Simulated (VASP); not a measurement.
AlN:

```
CELL_PARAMETERS angstrom
0.00000 2.03452 2.03452
2.03452 0.00000 2.03452
2.03452 2.03452 0.00000
ATOMIC_POSITIONS crystal
Al 0.50000 0.50000 0.50000
N 0.00000 0.00000 0.00000
```

| Property | Result |
| --- | --- |
| Program | VASP 6.6.1 |
| Task | relaxation of cell and atoms |
| Functional | HSE06 |
| Potentials or basis | VASP PAW PBE potentials, release 64 (Al, N) |
| Cutoff | 600 eV |
| k mesh | 6 × 6 × 6 |
| Occupations | fermi-dirac, width 0.05 eV |
| Spin | no spin polarisation |

At the start: pressure -7.6 GPa; volume 8.42 Å³/atom.

Where does the relaxation end?

Over 3 steps the energy falls by 5.7 meV/atom and the volume is 8.19 Å³/atom (-2.8 %); space group Fm-3m (No. 225, to 0.05 Å).

The path:
| step | energy change (eV) | largest force (eV/Å) | pressure (GPa) | volume (Å³) |
| --- | --- | --- | --- | --- |
| 1 | 0.0000 | 0.0000 | -7.58 | 16.84 |
| 2 | 0.0014 | 0.0000 | 8.83 | 15.89 |
| 3 | -0.0115 | 0.0000 | -0.03 | 16.37 |

Final structure:
```cif
data_structure
_symmetry_space_group_name_H-M 'P 1'
_symmetry_Int_Tables_number 1
_cell_length_a 2.8502
_cell_length_b 2.8502
_cell_length_c 2.8502
_cell_angle_alpha 60.000
_cell_angle_beta 60.000
_cell_angle_gamma 60.000
_cell_volume 16.37
loop_
_atom_site_label
_atom_site_type_symbol
_atom_site_fract_x
_atom_site_fract_y
_atom_site_fract_z
_atom_site_occupancy
Al1 Al 0.50000 0.50000 0.50000 1
N1 N 0.00000 0.00000 0.00000 1
```

Caveat: the k points lie up to 0.45 Å⁻¹ apart in the final cell; the PAW data sets were made with another functional, which shifts forces and pressure a little.
